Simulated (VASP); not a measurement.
# Ca2SiC6 (P6/mmm) in VASP: a series of runs

Runs on Ca2SiC6. Level: PBE. Tasks: single point, relaxation of cell and atoms.

Program: VASP 6.6.1. These are calculated values, not measurements. Logs are shortened: lines on timing, memory, paths and dates and some standing lists are left out, and cuts for length are marked.

### 1 The cell of the first run

It takes space group P6/mmm (No. 191, hexagonal). The conventional cell has a = 6.291 Å, b = 6.291 Å, c = 4.797 Å, α = 90.00°, β = 90.00°, γ = 120.00°. Ca (site symmetry -6m2) has 6 C at 2.53 Å within 3.3 Å. Si (site symmetry 6/mmm) has 12 C at 3.21 Å and 12 Ca at 4.35 Å within 4.4 Å. Within 1.7 Å of C (site symmetry 2mm) lie 1 C at 1.27 Å.

The cell was generated, and may not be a known phase.

### 2 Single point, PBE

Contents of INCAR:

```
SYSTEM = Ca2SiC6
  PREC = Accurate
  ENCUT = 520
  EDIFF = 1E-7
  ISMEAR = 0
  SIGMA = 0.1
  LREAL = .False.
  LASPH = .True.
  NELM = 100
  ALGO = Fast
  ISIF = 2
  LWAVE = .False.
  LCHARG = .True.
  GGA = PE
  LELF = .True.
  LVHAR = .True.
  NBANDS = 34
```

Contents of KPOINTS:

```
regular mesh
0
Gamma
  6 6 4
  0 0 0
```

Contents of POSCAR:

```
Ca2SiC6
1.0
    6.2914204006      0.0000000000      0.0000000000
   -3.1457102003      5.4485298928      0.0000000000
    0.0000000000      0.0000000000      4.7972927075
Ca Si C
2 1 6
Direct
    0.3333333333      0.6666666667      0.5000000000
    0.6666666667      0.3333333333      0.5000000000
    0.0000000000      0.0000000000      0.0000000000
    0.5000000000      0.0000000000      0.1318465106
    0.0000000000      0.5000000000      0.1318465106
    0.5000000000      0.5000000000      0.1318465106
    0.0000000000      0.5000000000      0.8681534894
    0.5000000000      0.0000000000      0.8681534894
    0.5000000000      0.5000000000      0.8681534894
```

Potentials or basis: VASP PAW PBE potentials, release 64 (Ca_sv, Si, C).

On the command line:

```bash
cat potpaw_PBE.64/Ca_sv/POTCAR potpaw_PBE.64/Si/POTCAR potpaw_PBE.64/C/POTCAR > POTCAR
mpirun -np 1 vasp_std > vasp.out
```

OUTCAR:

```text
SYSTEM = Ca2SiC6
   PREC = Accurate
   ENCUT = 520
   EDIFF = 1E-7
   ISMEAR = 0
   LREAL = .False.
   LASPH = .True.
   NELM = 100
   ISIF = 2
   GGA = PE

 ion  position               nearest neighbor table
   1  0.333  0.667  0.500-   4 2.53   8 2.53   7 2.53   5 2.53   6 2.53   9 2.53
   2  0.667  0.333  0.500-   4 2.53   8 2.53   7 2.53   5 2.53   6 2.53   9 2.53
   3  0.000  0.000  0.000-
   4  0.500  0.000  0.132-   8 1.27   2 2.53   1 2.53
   5  0.000  0.500  0.132-   7 1.27   2 2.53   1 2.53
   6  0.500  0.500  0.132-   9 1.27   2 2.53   1 2.53
   7  0.000  0.500  0.868-   5 1.27   2 2.53   1 2.53
   8  0.500  0.000  0.868-   4 1.27   2 2.53   1 2.53
   9  0.500  0.500  0.868-   6 1.27   2 2.53   1 2.53

  LATTYP: Found a hexagonal cell.
 ALAT       =     6.2914204006
 C/A-ratio  =     0.7625134552

  Lattice vectors:

 A1 = (   6.2914204006,   0.0000000000,   0.0000000000)
 A2 = (  -3.1457102003,   5.4485298928,   0.0000000000)
 A3 = (   0.0000000000,   0.0000000000,   4.7972927075)

Analysis of symmetry for initial positions (statically):
=====================================================================
 Subroutine PRICEL returns:
 Original cell was already a primitive cell.

 Routine SETGRP: Setting up the symmetry group for a
 hexagonal supercell.

 Subroutine GETGRP returns: Found 24 space group operations
 (whereof 24 operations were pure point group operations)
 out of a pool of 24 trial point group operations.

The static configuration has the point symmetry D_6h.

Analysis of symmetry for dynamics (positions and initial velocities):
=====================================================================
 Subroutine PRICEL returns:
 Original cell was already a primitive cell.

 Routine SETGRP: Setting up the symmetry group for a
 hexagonal supercell.

 Subroutine GETGRP returns: Found 24 space group operations
 (whereof 24 operations were pure point group operations)
 out of a pool of 24 trial point group operations.

The dynamic configuration has the point symmetry D_6h.

 Subroutine INISYM returns: Found 24 space group operations
 (whereof 24 operations are pure point group operations),
 and found     1 'primitive' translations

----------------------------------------------------------------------------------------

                                     Primitive cell

  volume of cell :     164.4464

  direct lattice vectors                    reciprocal lattice vectors
     6.291420401  0.000000000  0.000000000     0.158946619  0.091767873  0.000000000
    -3.145710200  5.448529893  0.000000000     0.000000000  0.183535746  0.000000000
     0.000000000  0.000000000  4.797292707     0.000000000  0.000000000  0.208450904

  length of vectors
     6.291420401  6.291420401  4.797292707     0.183535746  0.183535746  0.208450904

  position of ions in fractional coordinates (direct lattice)
     0.333333333  0.666666667  0.500000000
     0.666666667  0.333333333  0.500000000
     0.000000000  0.000000000  0.000000000
     0.500000000  0.000000000  0.131846511
     0.000000000  0.500000000  0.131846511
     0.500000000  0.500000000  0.131846511
     0.000000000  0.500000000  0.868153489
     0.500000000  0.000000000  0.868153489
     0.500000000  0.500000000  0.868153489

  ion indices of the primitive-cell ions
   primitive index   ion index
                 1           1
                 2           2
                 3           3
                 4           4
                 5           5
                 6           6
                 7           7
                 8           8
                 9           9

----------------------------------------------------------------------------------------

 KPOINTS: regular mesh

Automatic generation of k-mesh.
 Grid dimensions read from file:
 generate k-points for:    6    6    4

 Generating k-lattice:

  Cartesian coordinates                     Fractional coordinates (reciprocal lattice)
     0.026491103  0.015294646  0.000000000     0.166666667  0.000000000  0.000000000
     0.000000000  0.030589291  0.000000000     0.000000000  0.166666667  0.000000000
     0.000000000  0.000000000  0.052112726     0.000000000  0.000000000  0.250000000

  Length of vectors
     0.030589291  0.030589291  0.052112726

  Shift w.r.t. Gamma in fractional coordinates (k-lattice)
     0.000000000  0.000000000  0.000000000

 Subroutine IBZKPT returns following result:
 ===========================================

 Found     21 irreducible k-points:

 Following reciprocal coordinates:
            Coordinates               Weight
  0.000000  0.000000  0.000000      1.000000
  0.166667  0.000000  0.000000      6.000000
  0.333333  0.000000  0.000000      6.000000
  0.500000 -0.000000  0.000000      3.000000
  0.166667  0.166667  0.000000      6.000000
  0.333333  0.166667  0.000000     12.000000
[... 13 lines left out ...]
  0.333333  0.166667  0.500000     12.000000
  0.333333  0.333333  0.500000      2.000000
   k-points           NKPTS =     21   k-points in BZ     NKDIM =     21   number of bands    NBANDS=     34
   number of dos      NEDOS =    301   number of ions     NIONS =      9
   total plane-waves  NPLWV =  82944
   dimension x,y,z NGX =    48 NGY =   48 NGZ =   36
   dimension x,y,z NGXF=    96 NGYF=   96 NGZF=   72
   ions per type =               2   1   6
   NGX,Y,Z   is equivalent  to a cutoff of  12.68, 12.68, 12.48 a.u.
   NGXF,Y,Z  is equivalent  to a cutoff of  25.37, 25.37, 24.95 a.u.
 SYSTEM =  Ca2SiC6
   PREC   = accura    normal or accurate (medium, high low for compatibility)
   ISTART =      0    job   : 0-new  1-cont  2-samecut
   ICHARG =      2    charge: 1-file 2-atom 10-const
   ISPIN  =      1    spin polarized calculation?
   LNONCOLLINEAR =      F non collinear calculations
   LSORBIT =      F    spin-orbit coupling
   LASPH  =      T    aspherical Exc in radial PAW
   ENCUT  =  520.0 eV  38.22 Ry    6.18 a.u.  11.70 11.70  8.92*2*pi/ulx,y,z
   NELM   =    100;   NELMIN=  2; NELMDL= -5     # of ELM steps
   EDIFF  = 0.1E-06   stopping-criterion for ELM
   LREAL  =      F    real-space projection
   EDIFFG = 0.1E-05   stopping-criterion for IOM
   NSW    =      0    number of steps for IOM
   IBRION =     -1    ionic relax: 0-MD 1-quasi-New 2-CG
   NFREE  =      0    steps in history (QN), initial steepest desc. (CG)
   ISIF   =      2    stress and relaxation
   ISYM   =      2    0-nonsym 1-usesym 2-fastsym
   POTIM  = 0.5000    time-step for ionic-motion
   TEBEG  =    0.0;   TEEND  =   0.0 temperature during run
   PSTRESS=    0.0 pullay stress
   NELECT =      48.0000    total number of electrons
   NUPDOWN=      -1.0000    fix difference up-down
   EMIN   =  10.00;   EMAX   =-10.00  energy-range for DOS
   EFERMI =   0.00;   METHOD = LEGACY
   ISMEAR =     0;   SIGMA  =   0.10  broadening in eV -4-tet -1-fermi 0-gaus
   EFERMI_NEDOS =   21; number of points for ismear=-14 and -15
   IALGO  =     68    algorithm
   IMIX   =      4    mixing-type and parameters
     AMIX     =   0.40;   BMIX     =  1.00
     AMIX_MAG =   1.60;   BMIX_MAG =  1.00
  volume/ion in A,a.u.               =      18.27       123.30
  Fermi-wavevector in a.u.,A,eV,Ry     =   1.085960  2.052167 16.045474  1.179309
  Thomas-Fermi vector in A             =   2.222086
   LORBIT       =      0    0 simple, 1 ext, 2 COOP (PROOUT), +10 PAW based schemes
   GGA     = PE    functional components
   LHFCALC =     F    Hartree Fock is set to
   AEXX    =    0.0000 exact exchange contribution
   IVDW    =     0    specifies the selected vdW correction
   LEPSILON=     F    determine dielectric tensor
   LRPA    =     F    only Hartree local field effects (RPA)
 non-spin polarized calculation
 RMM-DIIS sequential band-by-band and
 Gauss-broadening in eV      SIGMA  =   0.10
  energy-cutoff  :      520.00
  volume of cell :      164.45
 maximum number of plane-waves:      4456
 NGX is ok and might be reduce to    48
   NGX = 23   NGY = 23   NGZ = 17

 number of electron      47.9999990 magnetization

 Free energy of the ion-electron system (eV)
  ---------------------------------------------------
  ext. energy  EPLUGINS =         0.00000000
  ---------------------------------------------------
  free energy    TOTEN  =       -54.61387738 eV

  energy without entropy =      -54.57240776  energy(sigma->0) =      -54.59314257

 E-fermi :   0.9650     XC(G=0):  -8.6744

 val. band max:        0.9584894752   @ k =   0.5000  -0.0000   0.5000
 cond. band min:       0.9703823962   @ k =   0.3333   0.3333   0.2500
 fundamental gap:      0.0118929210
 Fermi energy:         0.9649980819

 k-point     1 :       0.0000    0.0000    0.0000
  band No.  band energies     occupation
      1     -37.5529      2.00000
      2     -37.5317      2.00000
      3     -18.7118      2.00000
      4     -18.7118      2.00000
      5     -18.6142      2.00000
      6     -18.5693      2.00000
[... 26 lines left out ...]
     33       7.0107      0.00000
     34       7.0308      0.00000

 k-point     2 :       0.1667    0.0000    0.0000
  band No.  band energies     occupation
      1     -37.5516      2.00000
      2     -37.5329      2.00000
      3     -18.7142      2.00000
      4     -18.7046      2.00000
      5     -18.6108      2.00000
      6     -18.5770      2.00000
[... 26 lines left out ...]
     33       6.8750      0.00000
     34       6.9543      0.00000

 k-point     3 :       0.3333    0.0000    0.0000
  band No.  band energies     occupation
      1     -37.5484      2.00000
      2     -37.5362      2.00000
      3     -18.7188      2.00000
      4     -18.6869      2.00000
      5     -18.6020      2.00000
      6     -18.5956      2.00000
[... 26 lines left out ...]
     33       6.4774      0.00000
     34       7.5423      0.00000

 k-point     4 :       0.5000   -0.0000    0.0000
  band No.  band energies     occupation
      1     -37.5458      2.00000
      2     -37.5387      2.00000
      3     -18.7210      2.00000
      4     -18.6745      2.00000
      5     -18.6085      2.00000
      6     -18.5950      2.00000
[... 26 lines left out ...]
     33       6.7060      0.00000
     34       7.5952      0.00000

 k-point     5 :       0.1667    0.1667    0.0000
  band No.  band energies     occupation
      1     -37.5493      2.00000
      2     -37.5352      2.00000
      3     -18.7185      2.00000
      4     -18.6907      2.00000
      5     -18.6046      2.00000
      6     -18.5916      2.00000
[... 510 lines left out ...]
 k-point    19 :       0.1667    0.1667    0.5000
  band No.  band energies     occupation
      1     -37.5489      2.00000
      2     -37.5348      2.00000
      3     -18.7116      2.00000
      4     -18.6845      2.00000
      5     -18.6375      2.00000
      6     -18.5885      2.00000
[... 26 lines left out ...]
     33       6.8276      0.00000
     34       7.2390      0.00000

 k-point    20 :       0.3333    0.1667    0.5000
  band No.  band energies     occupation
      1     -37.5454      2.00000
      2     -37.5384      2.00000
      3     -18.7159      2.00000
      4     -18.6638      2.00000
      5     -18.6246      2.00000
      6     -18.6097      2.00000
[... 26 lines left out ...]
     33       6.6818      0.00000
     34       7.2770      0.00000

 k-point    21 :       0.3333    0.3333    0.5000
  band No.  band energies     occupation
      1     -37.5419      2.00000
      2     -37.5419      2.00000
      3     -18.7186      2.00000
      4     -18.6368      2.00000
      5     -18.6368      2.00000
      6     -18.6117      2.00000
[... 26 lines left out ...]
     33       6.9410      0.00000
     34       7.2916      0.00000

------------------------ aborting loop because EDIFF is reached ----------------------------------------

  FORCE on cell =-STRESS in cart. coord.  units (eV):
  Direction    XX          YY          ZZ          XY          YZ          ZX
  --------------------------------------------------------------------------------------
  -------------------------------------------------------------------------------------
  Total        0.2977975      0.2977975      0.5222689      0.0000000      0.0000000      0.0000000
  in kB        2.9013984      2.9013984      5.0883912      0.0000000      0.0000000      0.0000000
  external PRESSURE =       3.6303960 kB  Pullay stress =       0.0000000 kB

 VOLUME and BASIS-vectors are now :
 -----------------------------------------------------------------------------
  energy-cutoff  :      520.00
  volume of cell :      164.45
      direct lattice vectors                 reciprocal lattice vectors
     6.291420401  0.000000000  0.000000000     0.158946619  0.091767873  0.000000000
    -3.145710200  5.448529893  0.000000000     0.000000000  0.183535746  0.000000000
     0.000000000  0.000000000  4.797292707     0.000000000  0.000000000  0.208450904

 POSITION                                       TOTAL-FORCE (eV/Angst)
 -----------------------------------------------------------------------------------
     -0.00000      3.63235      2.39865        -0.000000     -0.000000     -0.000000
      3.14571      1.81618      2.39865        -0.000000      0.000000      0.000000
      0.00000      0.00000      0.00000         0.000000      0.000000      0.000000
      3.14571      0.00000      0.63251         0.000000     -0.000000      0.056734
     -1.57286      2.72426      0.63251         0.000000     -0.000000      0.056734
      1.57286      2.72426      0.63251         0.000000      0.000000      0.056734
     -1.57286      2.72426      4.16479         0.000000      0.000000     -0.056734
      3.14571      0.00000      4.16479         0.000000     -0.000000     -0.056734
      1.57286      2.72426      4.16479         0.000000      0.000000     -0.056734
 -----------------------------------------------------------------------------------
    total drift:                               -0.000000      0.000000     -0.000000

  FREE ENERGIE OF THE ION-ELECTRON SYSTEM (eV)
  ---------------------------------------------------
  free  energy   TOTEN  =       -54.6138773751 eV

  energy  without entropy=      -54.5724077560  energy(sigma->0) =      -54.59314257
```

It took 7.7 min on 1 thread of Oxide Virtual Turin-like, shared host; peak memory 0.3 GiB.

Results:

| Quantity | Value |
| --- | --- |
| Free energy | -54.6139 eV |
| Pressure | 0.4 GPa |
| Largest force | 0.057 eV/Å |
| Band gap on the k mesh | zero (bands 24 and 25 overlap by 0.50 eV) |

Forces in eV/Å, atoms in the order of the input:
```
Ca   0.000  0.000  0.000
Ca   0.000  0.000  0.000
Si   0.000  0.000  0.000
C    0.000  0.000  0.057
C    0.000  0.000  0.057
C    0.000  0.000  0.057
C    0.000  0.000 -0.057
C    0.000  0.000 -0.057
C    0.000  0.000 -0.057
```

### 3 Relaxation of cell and atoms, PBE

This run uses another cell than the first one, of 15.41 Å³/atom.

Contents of INCAR:

```
PREC = Accurate ; ENCUT = 600
EDIFF = 1E-6 ; ISMEAR = 0
SIGMA = 0.1 ; LREAL = F
LASPH = T ; NELM = 100
ALGO = Fast ; ISIF = 3
LWAVE = F ; LCHARG = F
GGA = PE ; IBRION = 2
NSW = 90 ; EDIFFG = -0.04
```

Contents of KPOINTS:

```
Automatic mesh
0
Gamma
  6 6 4
```

Contents of POSCAR:

```
Ca2SiC6
1.0
    5.6139385400      0.0000000000      0.0000000000
   -2.8069692700      4.8618133900      0.0000000000
    0.0000000000      0.0000000000      5.0804507800
Ca Si C
2 1 6
Direct
    0.3333333300      0.6666666700      0.5000000000
    0.6666666700      0.3333333300      0.5000000000
    0.0000000000      0.0000000000      0.0000000000
    0.5000000000      0.0000000000      0.1788977900
    0.0000000000      0.5000000000      0.1788977900
    0.5000000000      0.5000000000      0.1788977900
    0.0000000000      0.5000000000      0.8211022100
    0.5000000000      0.0000000000      0.8211022100
    0.5000000000      0.5000000000      0.8211022100
```

Potentials or basis: VASP PAW PBE potentials, release 64 (Ca_sv, Si, C).

On the command line:

```bash
cat potpaw_PBE.64/Ca_sv/POTCAR potpaw_PBE.64/Si/POTCAR potpaw_PBE.64/C/POTCAR > POTCAR
mpirun -np 1 vasp_std > vasp.out
```

It took 60 min on 1 thread of Oxide Virtual Turin-like, shared host; peak memory 0.35 GiB.

Results (log left out):

- Free energy: -54.6094 eV
- Relaxed volume: 18.50 Å³/atom
- Relaxed cell: a = 6.327 Å, b = 6.327 Å, c = 4.803 Å, α = 90.00°, β = 90.00°, γ = 120.00°
- Space group after relaxing (to 0.1 Å): P6/mmm (No. 191)
- Energy gained by relaxing: 1332.9 meV/atom
- Ionic steps: 20
- Pressure after relaxing: -0.2 GPa
- Largest force after relaxing: 0.015 eV/Å
- Band gap on the k mesh: zero (bands 24 and 25 overlap by 0.48 eV)

Forces on the atoms (eV/Å):
```
Ca   0.000  0.000  0.000
Ca   0.000  0.000  0.000
Si   0.000  0.000  0.000
C    0.000  0.000  0.015
C    0.000  0.000  0.015
C    0.000  0.000  0.015
C    0.000  0.000 -0.015
C    0.000  0.000 -0.015
C    0.000  0.000 -0.015
```

The path:
| step | energy change (eV) | largest force (eV/Å) | pressure (GPa) | volume (Å³) |
| --- | --- | --- | --- | --- |
| 1 | 0.0000 | 7.8494 | -3.70 | 138.67 |
| 2 | 2.8845 | 45.4396 | 62.36 | 131.46 |
| 3 | -1.7248 | 8.2117 | -3.89 | 137.65 |
| 4 | -4.2125 | 8.2541 | -4.05 | 136.73 |
| 5 | -10.7001 | 3.4926 | 5.81 | 134.10 |
| 6 | -9.7501 | 9.2544 | 22.81 | 132.78 |
| 7 | -10.9574 | 1.2305 | 9.07 | 133.76 |
| 8 | -10.9819 | 0.0599 | 10.71 | 133.61 |
| 9 | -11.5673 | 2.3383 | 4.14 | 151.88 |
| 10 | -11.5673 | 2.4874 | 3.88 | 153.02 |
| 11 | -11.4416 | 2.8078 | -5.59 | 164.80 |
| 12 | -11.6987 | 0.0077 | -0.48 | 157.68 |
| 13 | -11.7660 | 0.0261 | -0.46 | 158.87 |
| 14 | -11.9150 | 0.1442 | -0.33 | 162.35 |
| 15 | -11.9748 | 0.6511 | 0.19 | 168.92 |
| 16 | -11.9900 | 0.4925 | 0.02 | 166.95 |
| 17 | -11.8944 | 2.0697 | -2.72 | 168.36 |
| 18 | -11.9946 | 0.0214 | -0.47 | 167.19 |
| 19 | -11.9946 | 0.0076 | -0.47 | 167.20 |
| 20 | -11.9965 | 0.0153 | -0.23 | 166.49 |

Final structure:
```xyz
9
Lattice="6.3268 0.0000 0.0000 -3.1634 5.4792 0.0000 0.0000 0.0000 4.8028" Properties=species:S:1:pos:R:3 pbc="T T T"
Ca    0.0000    3.6528    2.4014
Ca    3.1634    1.8264    2.4014
Si    0.0000    0.0000    0.0000
C     3.1634    0.0000    0.6331
C    -1.5817    2.7396    0.6331
C     1.5817    2.7396    0.6331
C    -1.5817    2.7396    4.1697
C     3.1634    0.0000    4.1697
C     1.5817    2.7396    4.1697
```

Levels at points of the mesh, in eV from the Fermi level:
| k point | band 20 | band 21 | band 22 | band 23 | band 24 | band 25 | band 26 | band 27 | band 28 | band 29 |
| --- | --- | --- | --- | --- | --- | --- | --- | --- | --- | --- |
| (0.00, 0.00, 0.00) | -1.17 | -1.17 | -0.19 | 0.11 | 0.11 | 1.15 | 3.17 | 3.17 | 4.28 | 4.39 |
| (0.50, 0.00, 0.00) | -1.25 | -1.09 | -1.06 | -1.02 | 0.11 | 0.78 | 1.18 | 3.95 | 4.03 | 4.30 |
| (0.00, 0.00, 0.50) | -0.77 | -0.55 | -0.12 | -0.07 | -0.07 | 0.09 | 2.46 | 2.46 | 2.60 | 4.91 |
| (0.50, 0.00, 0.50) | -1.20 | -0.81 | -0.51 | -0.50 | -0.39 | -0.01 | 1.43 | 3.14 | 3.56 | 4.48 |

Caveat: the volume moved by over 15 % at a fixed basis, so the end points are rough.
